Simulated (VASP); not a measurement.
# Hf16Si16HO64 (a cell with a defect): single point with PBE

The system is Hf16Si16HO64 (a cell with a defect).

```
Hf Si O H
1.0
    -6.64653    6.64653    6.01473
     6.64653   -6.64653    6.01473
     6.64653    6.64653   -6.01473
Hf Si O H
16 16 64 1
Direct
  0.00003 0.99889 0.99963
  0.37566 0.12944 0.25246
  0.99791 0.99880 0.49902
  0.37356 0.12318 0.74831
  0.99745 0.50060 0.99749
  0.37098 0.62009 0.24591
  0.99976 0.49993 0.49936
  0.37760 0.62581 0.74879
  0.49726 0.99972 0.99989
  0.87346 0.12393 0.24842
  0.49832 0.99715 0.49910
  0.87478 0.12538 0.75034
  0.49865 0.49903 0.99850
  0.87323 0.62382 0.24938
  0.48805 0.51000 0.50110
  0.86804 0.62233 0.74553
  0.12109 0.36872 0.24073
  0.24967 0.24916 0.99789
  0.12393 0.37508 0.74850
  0.24833 0.24782 0.49991
  0.12484 0.87531 0.25037
  0.24781 0.74966 0.99815
  0.12190 0.87263 0.74784
  0.24850 0.74845 0.49901
  0.62258 0.37513 0.25056
  0.74783 0.25007 0.99903
  0.62240 0.37438 0.74725
  0.74886 0.24860 0.49890
  0.62276 0.87417 0.24930
  0.74854 0.74856 0.99993
  0.63168 0.87790 0.75881
  0.74756 0.74970 0.49881
  0.06551 0.15797 0.40712
  0.04127 0.37837 0.34331
  0.02212 0.18550 0.15001
  0.24922 0.15681 0.08849
  0.33739 0.24709 0.40767
  0.29780 0.43182 0.29990
  0.11689 0.46458 0.15422
  0.33859 0.43229 0.08243
  0.06802 0.16073 0.90635
  0.03259 0.37609 0.84012
  0.03386 0.19227 0.65699
  0.24862 0.15563 0.59035
  0.33972 0.24519 0.90577
  0.30624 0.46560 0.84028
  0.12130 0.46450 0.65587
  0.33855 0.42912 0.59728
  0.06562 0.65781 0.40627
  0.03342 0.87562 0.34189
  0.03395 0.69285 0.15718
  0.24948 0.65840 0.08971
  0.33400 0.74569 0.40203
  0.30729 0.96615 0.34276
  0.12287 0.96682 0.15941
  0.33830 0.93239 0.09117
  0.06505 0.65930 0.90581
  0.03142 0.87578 0.83960
  0.02967 0.69012 0.65530
  0.24801 0.66626 0.59907
  0.33942 0.74776 0.90705
  0.30456 0.96325 0.84024
  0.12097 0.96274 0.65538
  0.33990 0.93151 0.59035
  0.56657 0.15816 0.40676
  0.53014 0.37520 0.33948
  0.53358 0.19229 0.15735
  0.75016 0.16108 0.09265
  0.83994 0.24792 0.40675
  0.80592 0.46478 0.34148
  0.62222 0.46508 0.15738
  0.83788 0.43248 0.09072
  0.56527 0.15919 0.90721
  0.53199 0.37454 0.83990
  0.53343 0.19119 0.65660
  0.74971 0.15717 0.59069
  0.83656 0.24851 0.90508
  0.80519 0.46434 0.84069
  0.62233 0.46648 0.65795
  0.83945 0.43085 0.59144
  0.56526 0.66349 0.40804
  0.53191 0.87634 0.34062
  0.53337 0.69168 0.15893
  0.75188 0.65771 0.09149
  0.83710 0.74794 0.40552
  0.80547 0.96492 0.34165
  0.62178 0.96475 0.15704
  0.83778 0.93047 0.09220
  0.56535 0.65968 0.91547
  0.53275 0.87998 0.84221
  0.57493 0.70313 0.70272
  0.75046 0.65956 0.58967
  0.84189 0.74920 0.91031
  0.81465 0.97973 0.85134
  0.62084 0.95668 0.65531
  0.84038 0.93282 0.59229
  0.38558 0.60014 0.50677
```

| Quantity | Value |
| --- | --- |
| Program | VASP 6.6.1 |
| Task | single point |
| Functional | PBE |
| Potentials or basis | VASP PAW PBE potentials, release 64 (Hf_pv, Si, O, H) |
| Cutoff | 520 eV |
| k mesh | 1 × 1 × 1 |
| Occupations | fermi-dirac, width 0.01 eV |
| Spin | no spin polarisation |
| Dipole correction | no |
| Charge | -1 |
| Further INCAR settings | LREAL = Auto; ALGO = Normal; EDIFF = 1e-06; NBANDS = 358; NELECT = 610.0 |

```json
{"Largest force": "0.191 eV/Å"}
```

Forces on the atoms (eV/Å):
```
Hf   0.006 -0.008 -0.003
Hf   0.014  0.003  0.009
Hf  -0.002  0.003  0.002
Hf   0.011 -0.001  0.007
Hf   0.000  0.003  0.000
Hf  -0.018  0.003  0.007
Hf   0.015  0.013  0.002
Hf  -0.004  0.017 -0.009
Hf  -0.009  0.000 -0.004
Hf  -0.015  0.002 -0.004
Hf  -0.005 -0.016  0.006
Hf   0.002  0.014  0.001
Hf   0.012 -0.021  0.003
Hf  -0.001 -0.012 -0.004
Hf  -0.005  0.022  0.005
Hf  -0.001 -0.017 -0.012
Si   0.001 -0.019 -0.016
Si  -0.005 -0.004  0.003
Si   0.002  0.006  0.004
Si   0.008 -0.003  0.003
Si   0.003 -0.002 -0.004
Si  -0.006  0.002  0.003
Si   0.003  0.001  0.008
Si   0.002  0.001 -0.003
Si  -0.013  0.001  0.020
Si   0.000 -0.004  0.001
Si   0.001  0.010 -0.016
Si  -0.005  0.003 -0.004
Si  -0.001 -0.005  0.010
Si  -0.005 -0.009 -0.001
Si   0.014 -0.012  0.003
Si   0.001 -0.010  0.000
O    0.003 -0.119 -0.130
O    0.115 -0.002 -0.116
O   -0.115  0.009 -0.135
O    0.012  0.119 -0.132
O   -0.140 -0.009  0.113
O    0.056  0.105  0.137
O   -0.007 -0.125  0.124
O    0.104  0.012  0.131
O   -0.001 -0.125 -0.128
O    0.124 -0.002 -0.129
O   -0.125 -0.001 -0.127
O    0.003  0.123 -0.132
O   -0.128 -0.001  0.127
O   -0.003  0.127  0.126
O   -0.003 -0.141  0.123
O    0.132 -0.007  0.137
O    0.003 -0.119 -0.133
O    0.122 -0.004 -0.130
O   -0.131 -0.003 -0.130
O   -0.002  0.122 -0.133
O   -0.113  0.002  0.127
O   -0.001  0.128  0.121
O   -0.002 -0.131  0.127
O    0.107  0.000  0.133
O    0.001 -0.106 -0.136
O    0.130  0.002 -0.124
O   -0.123  0.001 -0.127
O   -0.003  0.110 -0.136
O   -0.112 -0.002  0.134
O    0.003  0.126  0.132
O    0.002 -0.126  0.131
O    0.121 -0.001  0.136
O    0.004 -0.125 -0.129
O    0.081 -0.006 -0.135
O   -0.128 -0.001 -0.123
O   -0.003  0.124 -0.129
O   -0.125  0.001  0.127
O   -0.004  0.120  0.133
O   -0.003 -0.121  0.131
O    0.131 -0.003  0.131
O    0.000 -0.126 -0.132
O    0.119  0.005 -0.133
O   -0.123  0.003 -0.130
O    0.000  0.124 -0.130
O   -0.120  0.002  0.127
O    0.000  0.137  0.127
O    0.002 -0.084  0.140
O    0.124 -0.003  0.127
O    0.000 -0.122 -0.137
O    0.136  0.000 -0.121
O   -0.118 -0.002 -0.130
O    0.000  0.132 -0.129
O   -0.122  0.004  0.131
O   -0.001  0.129  0.134
O    0.004 -0.127  0.130
O    0.135 -0.002  0.133
O   -0.012 -0.108 -0.140
O    0.129 -0.006 -0.126
O   -0.116 -0.042 -0.144
O    0.002  0.150 -0.114
O   -0.123 -0.002  0.134
O   -0.016  0.121  0.136
O    0.006 -0.119  0.117
O    0.118  0.000  0.131
H   -0.009  0.027 -0.008
```

Levels at points of the mesh, in eV from the Fermi level:
```
           k point  band 303  band 304  band 305  band 306  band 307  band 308
(0.00, 0.00, 0.00)     -2.74     -2.59     -0.27      2.62      2.64      2.67
```

Wall time 16 min on 1 thread of Intel(R) Xeon(R) Platinum 8488C (Sapphire Rapids), on a shared host, peak memory 1.3 GiB.

Caveat: the k points lie up to 0.70 Å⁻¹ apart; the cell carries a net charge on a neutralising background, which shifts energy and pressure; the cell is charged against a uniform background, so pressure and absolute levels hang on convention; spin-orbit coupling is left out, which moves the levels of the heavy elements.
